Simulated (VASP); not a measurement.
# Sb (Cmmm) in VASP: relaxation of cell and atoms with PBE

Aim: the relaxation of cell and atoms of Sb with PBE.

All numbers are computed with VASP 6.6.1; they aren't measurements. Logs are shortened: lines on timing, memory, paths and dates and some standing lists are left out, and cuts for length are marked.

### Step 1. The cell of the first run

It takes space group Cmmm (No. 65, orthorhombic). Conventional cell: a = 4.321 Å, b = 4.463 Å, c = 3.114 Å, α = 90.00°, β = 90.00°, γ = 90.00°. Within 4.1 Å of Sb (site symmetry mmm) lie 6 Sb at 3.11 Å.

The cell was built from a structure type or drawn by symmetry, and may not be a known phase.

### Step 2. Relaxation of cell and atoms, PBE

Contents of INCAR:

```
ALGO     = Normal         # electronic algorithm
EDIFF    = 1E-6           # SCF threshold, eV
EDIFFG   = -0.01          # ionic threshold
ENCUT    = 600            # plane-wave cutoff, eV
GGA      = PE             # functional
IBRION   = 2              # ionic algorithm
ISIF     = 3              # what is computed and relaxed
ISMEAR   = 0              # smearing method
LASPH    = True           # aspherical terms in the spheres
LCHARG   = False          # write CHGCAR
LREAL    = False          # projectors in reciprocal space
LWAVE    = False          # write WAVECAR
NELM     = 80             # most SCF steps
NSW      = 100            # ionic steps
PREC     = Accurate       # precision mode
SIGMA    = 0.1            # smearing width, eV
```

Contents of KPOINTS:

```
k-points
0
Gamma
  18 18 18
```

Contents of POSCAR:

```
Sb
1.0
    2.1606741164     -2.2317113620      0.0000000000
    2.1606741164      2.2317113620      0.0000000000
    0.0000000000      0.0000000000      3.1135948206
Sb
1
Direct
    0.0000000000      0.0000000000      0.0000000000
```

Potentials or basis: VASP PAW PBE potentials, release 64 (Sb).

The run is started by

```sh
> cat potpaw_PBE.64/Sb/POTCAR > POTCAR
> mpirun -np 1 vasp_std > vasp.out
```

OUTCAR:

```text
EDIFF = 1E-6
   EDIFFG = -0.01
   ENCUT = 600
   GGA = PE
   IBRION = 2
   ISIF = 3
   ISMEAR = 0
   LASPH = True
   LREAL = False
   NELM = 80
   NSW = 100
   PREC = Accurate

 ion  position               nearest neighbor table
   1  0.000  0.000  0.000-

  LATTYP: Found a base centered orthorhombic cell.
 ALAT       =     4.3213482328
 B/A-ratio  =     1.0328773530
 C/A-ratio  =     0.7205146757

  Lattice vectors:

 A1 = (   2.1606741164,  -2.2317113620,   0.0000000000)
 A2 = (   2.1606741164,   2.2317113620,   0.0000000000)
 A3 = (   0.0000000000,   0.0000000000,   3.1135948206)

Analysis of symmetry for initial positions (statically):
=====================================================================
 Subroutine PRICEL returns:
 Original cell was already a primitive cell.

 Routine SETGRP: Setting up the symmetry group for a
 base centered orthorhombic supercell.

 Subroutine GETGRP returns: Found  8 space group operations
 (whereof  8 operations were pure point group operations)
 out of a pool of  8 trial point group operations.

The static configuration has the point symmetry D_2h.

Analysis of symmetry for dynamics (positions and initial velocities):
=====================================================================
 Subroutine PRICEL returns:
 Original cell was already a primitive cell.

 Routine SETGRP: Setting up the symmetry group for a
 base centered orthorhombic supercell.

 Subroutine GETGRP returns: Found  8 space group operations
 (whereof  8 operations were pure point group operations)
 out of a pool of  8 trial point group operations.

The dynamic configuration has the point symmetry D_2h.

 Subroutine INISYM returns: Found  8 space group operations
 (whereof  8 operations are pure point group operations),
 and found     1 'primitive' translations

----------------------------------------------------------------------------------------

                                     Primitive cell

  volume of cell :      30.0275

  direct lattice vectors                    reciprocal lattice vectors
     2.160674116 -2.231711362  0.000000000     0.231409261 -0.224043310  0.000000000
     2.160674116  2.231711362  0.000000000     0.231409261  0.224043310  0.000000000
     0.000000000  0.000000000  3.113594821     0.000000000  0.000000000  0.321172168

  length of vectors
     3.106291719  3.106291719  3.113594821     0.322095717  0.322095717  0.321172168

  position of ions in fractional coordinates (direct lattice)
     0.000000000  0.000000000  0.000000000

  ion indices of the primitive-cell ions
   primitive index   ion index
                 1           1

----------------------------------------------------------------------------------------

 KPOINTS: k-points

Automatic generation of k-mesh.
 Grid dimensions read from file:
 generate k-points for:   18   18   18

 Generating k-lattice:

  Cartesian coordinates                     Fractional coordinates (reciprocal lattice)
     0.012856070 -0.012446851  0.000000000     0.055555556 -0.000000000  0.000000000
     0.012856070  0.012446851  0.000000000    -0.000000000  0.055555556  0.000000000
     0.000000000  0.000000000  0.017842898     0.000000000  0.000000000  0.055555556

  Length of vectors
     0.017894206  0.017894206  0.017842898

  Shift w.r.t. Gamma in fractional coordinates (k-lattice)
     0.000000000  0.000000000  0.000000000

 Subroutine IBZKPT returns following result:
 ===========================================

 Found    910 irreducible k-points:

 Following reciprocal coordinates:
            Coordinates               Weight
  0.000000  0.000000  0.000000      1.000000
  0.055556 -0.000000  0.000000      4.000000
  0.111111 -0.000000  0.000000      4.000000
  0.166667  0.000000  0.000000      4.000000
  0.222222  0.000000  0.000000      4.000000
  0.277778  0.000000  0.000000      4.000000
[... 16 lines left out ...]
 -0.277778  0.055556  0.000000      4.000000
 -0.222222  0.055556  0.000000      4.000000
 [... further k-points ...]
   k-points           NKPTS =    910   k-points in BZ     NKDIM =    910   number of bands    NBANDS=      6
   number of dos      NEDOS =    301   number of ions     NIONS =      1
   total plane-waves  NPLWV =  21952
   dimension x,y,z NGX =    28 NGY =   28 NGZ =   28
   dimension x,y,z NGXF=    56 NGYF=   56 NGZF=   56
   ions per type =               1
   NGX,Y,Z   is equivalent  to a cutoff of  14.99, 14.99, 14.95 a.u.
   NGXF,Y,Z  is equivalent  to a cutoff of  29.97, 29.97, 29.90 a.u.
 SYSTEM =  unknown system
   PREC   = accura    normal or accurate (medium, high low for compatibility)
   ISTART =      0    job   : 0-new  1-cont  2-samecut
   ICHARG =      2    charge: 1-file 2-atom 10-const
   ISPIN  =      1    spin polarized calculation?
   LNONCOLLINEAR =      F non collinear calculations
   LSORBIT =      F    spin-orbit coupling
   LASPH  =      T    aspherical Exc in radial PAW
   ENCUT  =  600.0 eV  44.10 Ry    6.64 a.u.   6.20  6.20  6.22*2*pi/ulx,y,z
   NELM   =     80;   NELMIN=  2; NELMDL= -5     # of ELM steps
   EDIFF  = 0.1E-05   stopping-criterion for ELM
   LREAL  =      F    real-space projection
   EDIFFG = -.1E-01   stopping-criterion for IOM
   NSW    =    100    number of steps for IOM
   IBRION =      2    ionic relax: 0-MD 1-quasi-New 2-CG
   NFREE  =      1    steps in history (QN), initial steepest desc. (CG)
   ISIF   =      3    stress and relaxation
   ISYM   =      2    0-nonsym 1-usesym 2-fastsym
   POTIM  = 0.5000    time-step for ionic-motion
   TEBEG  =    0.0;   TEEND  =   0.0 temperature during run
   PSTRESS=    0.0 pullay stress
   NELECT =       5.0000    total number of electrons
   NUPDOWN=      -1.0000    fix difference up-down
   EMIN   =  10.00;   EMAX   =-10.00  energy-range for DOS
   EFERMI =   0.00;   METHOD = LEGACY
   ISMEAR =     0;   SIGMA  =   0.10  broadening in eV -4-tet -1-fermi 0-gaus
   EFERMI_NEDOS =   21; number of points for ismear=-14 and -15
   IALGO  =     38    algorithm
   IMIX   =      4    mixing-type and parameters
     AMIX     =   0.40;   BMIX     =  1.00
     AMIX_MAG =   1.60;   BMIX_MAG =  1.00
  volume/ion in A,a.u.               =      30.03       202.64
  Fermi-wavevector in a.u.,A,eV,Ry     =   0.900655  1.701991 11.036761  0.811179
  Thomas-Fermi vector in A             =   2.023639
   LORBIT       =      0    0 simple, 1 ext, 2 COOP (PROOUT), +10 PAW based schemes
   GGA     = PE    functional components
   LHFCALC =     F    Hartree Fock is set to
   AEXX    =    0.0000 exact exchange contribution
   IVDW    =     0    specifies the selected vdW correction
   LEPSILON=     F    determine dielectric tensor
   LRPA    =     F    only Hartree local field effects (RPA)
 conjugate gradient relaxation of ions
 non-spin polarized calculation
 Gauss-broadening in eV      SIGMA  =   0.10
  energy-cutoff  :      600.00
  volume of cell :       30.03
 maximum number of plane-waves:      1022
 NGX is ok and might be reduce to    28
   NGX = 13   NGY = 13   NGZ = 13

--------------------------------------- Ionic step        1  -------------------------------------------

 number of electron       5.0000000 magnetization

 Free energy of the ion-electron system (eV)
  ---------------------------------------------------
  ext. energy  EPLUGINS =         0.00000000
  ---------------------------------------------------
  free energy    TOTEN  =        -4.09260952 eV

  energy without entropy =       -4.09001865  energy(sigma->0) =       -4.09131409

------------------------ aborting loop because EDIFF is reached ----------------------------------------

  FORCE on cell =-STRESS in cart. coord.  units (eV):
  Direction    XX          YY          ZZ          XY          YZ          ZX
  --------------------------------------------------------------------------------------
  -------------------------------------------------------------------------------------
  Total        0.1003558     -0.0439607     -0.0416115      0.0000000      0.0000000      0.0000000
  in kB        5.3546813     -2.3456102     -2.2202656      0.0000000      0.0000000      0.0000000
  external PRESSURE =       0.2629352 kB  Pullay stress =       0.0000000 kB

 VOLUME and BASIS-vectors are now :
 -----------------------------------------------------------------------------
  energy-cutoff  :      600.00
  volume of cell :       30.03
      direct lattice vectors                 reciprocal lattice vectors
     2.160674116 -2.231711362  0.000000000     0.231409261 -0.224043310  0.000000000
     2.160674116  2.231711362  0.000000000     0.231409261  0.224043310  0.000000000
     0.000000000  0.000000000  3.113594821     0.000000000  0.000000000  0.321172168
[... 141 lines left out ...]
 POSITION                                       TOTAL-FORCE (eV/Angst)
 -----------------------------------------------------------------------------------
      0.00000     -0.00000      0.00000         0.000000     -0.000000      0.000000
 -----------------------------------------------------------------------------------
    total drift:                                0.000000     -0.000000      0.000000

  FREE ENERGIE OF THE ION-ELECTRON SYSTEM (eV)
  ---------------------------------------------------
  free  energy   TOTEN  =        -4.0938734999 eV

  energy  without entropy=       -4.0914623490  energy(sigma->0) =       -4.09266792

--------------------------------------- Ionic step        6  -------------------------------------------

 number of electron       5.0000000 magnetization

 Free energy of the ion-electron system (eV)
  ---------------------------------------------------
  ext. energy  EPLUGINS =         0.00000000
  ---------------------------------------------------
  free energy    TOTEN  =        -4.09389362 eV

  energy without entropy =       -4.09148045  energy(sigma->0) =       -4.09268703

 E-fermi :   7.0715     XC(G=0):  -9.5919

 val. band max:        7.0703525768   @ k =   0.0000   0.0000   0.1667
 cond. band min:       7.1029081932   @ k =  -0.1667   0.0556   0.0000
 fundamental gap:      0.0325556164
 Fermi energy:         7.0714701728

 k-point     1 :       0.0000    0.0000    0.0000
  band No.  band energies     occupation
      1      -5.2876      2.00000
      2      10.2833      0.00000
      3      10.2850      0.00000
      4      10.2989      0.00000
      5      13.9494      0.00000
      6      13.9561      0.00000

 k-point     2 :       0.0556   -0.0000    0.0000
  band No.  band energies     occupation
      1      -5.2432      2.00000
      2       9.6727      0.00000
      3      10.3279      0.00000
      4      10.3427      0.00000
      5      13.9897      0.00000
      6      14.3647      0.00000
[... 181 lines left out ...]
 k-point    23 :      -0.2778    0.0556    0.0000
  band No.  band energies     occupation
      1      -4.1810      2.00000
      2       4.5103      2.00000
      3      10.6693      0.00000
      4      11.3295      0.00000
      5      15.0976      0.00000
      6      16.0938      0.00000

 k-point    24 :      -0.2222    0.0556    0.0000
  band No.  band energies     occupation
      1      -4.5494      2.00000
      2       5.7626      2.00000
      3      10.3369      0.00000
      4      11.0027      0.00000
      5      14.7872      0.00000
      6      15.7760      0.00000

 [... further k-points ...]

------------------------ aborting loop because EDIFF is reached ----------------------------------------

  FORCE on cell =-STRESS in cart. coord.  units (eV):
  Direction    XX          YY          ZZ          XY          YZ          ZX
  --------------------------------------------------------------------------------------
  -------------------------------------------------------------------------------------
  Total       -0.0060537     -0.0042033      0.0068263      0.0000000      0.0000000      0.0000000
  in kB       -0.3227054     -0.2240667      0.3638938      0.0000000      0.0000000      0.0000000
  external PRESSURE =      -0.0609594 kB  Pullay stress =       0.0000000 kB

 VOLUME and BASIS-vectors are now :
 -----------------------------------------------------------------------------
  energy-cutoff  :      600.00
  volume of cell :       30.06
      direct lattice vectors                 reciprocal lattice vectors
     2.199294716 -2.198479478  0.000000000     0.227345611 -0.227429915  0.000000000
     2.199294716  2.198479478  0.000000000     0.227345611  0.227429915  0.000000000
     0.000000000  0.000000000  3.108053598     0.000000000  0.000000000  0.321744773

 POSITION                                       TOTAL-FORCE (eV/Angst)
 -----------------------------------------------------------------------------------
      2.19929      2.19848      0.00000        -0.000000      0.000000      0.000000
 -----------------------------------------------------------------------------------
    total drift:                               -0.000000     -0.000000      0.000000

  FREE ENERGIE OF THE ION-ELECTRON SYSTEM (eV)
  ---------------------------------------------------
  free  energy   TOTEN  =        -4.0938936157 eV

  energy  without entropy=       -4.0914804541  energy(sigma->0) =       -4.09268703

 reached required accuracy - stopping structural energy minimisation
```

It took 9.9 min on 1 thread of Intel Xeon 8259CL, shared host; peak memory 0.36 GiB.

What came out:

- Free energy: -4.0939 eV
- Relaxed volume: 30.06 Å³/atom
- Relaxed cell: a = 3.110 Å, b = 3.110 Å, c = 3.108 Å, α = 90.00°, β = 90.00°, γ = 89.98°
- Space group after relaxing (to 0.1 Å): Pm-3m (No. 221)
- Energy gained by relaxing: 1.3 meV/atom
- Ionic steps: 6
- Pressure after relaxing: 0.0 GPa
- Band gap on the k mesh: zero (an odd number of electrons rules out a gap without spin polarisation)

The path:
```csv
step,energy change (eV),largest force (eV/Å),pressure (GPa),volume (Å³)
1,0.0000,0.0000,0.03,30.03
2,-0.0005,0.0000,-0.01,30.05
3,-0.0008,0.0000,-0.05,30.08
4,-0.0011,0.0000,-0.03,30.06
5,-0.0013,0.0000,0.01,30.04
6,-0.0013,0.0000,-0.01,30.06
```

Final structure:
```
CELL_PARAMETERS angstrom
2.19929 -2.19848 0.00000
2.19929 2.19848 0.00000
0.00000 0.00000 3.10805
ATOMIC_POSITIONS crystal
Sb 0.00000 0.00000 0.00000
```

Caveat: spin-orbit coupling is left out, which moves the levels of the heavy elements.
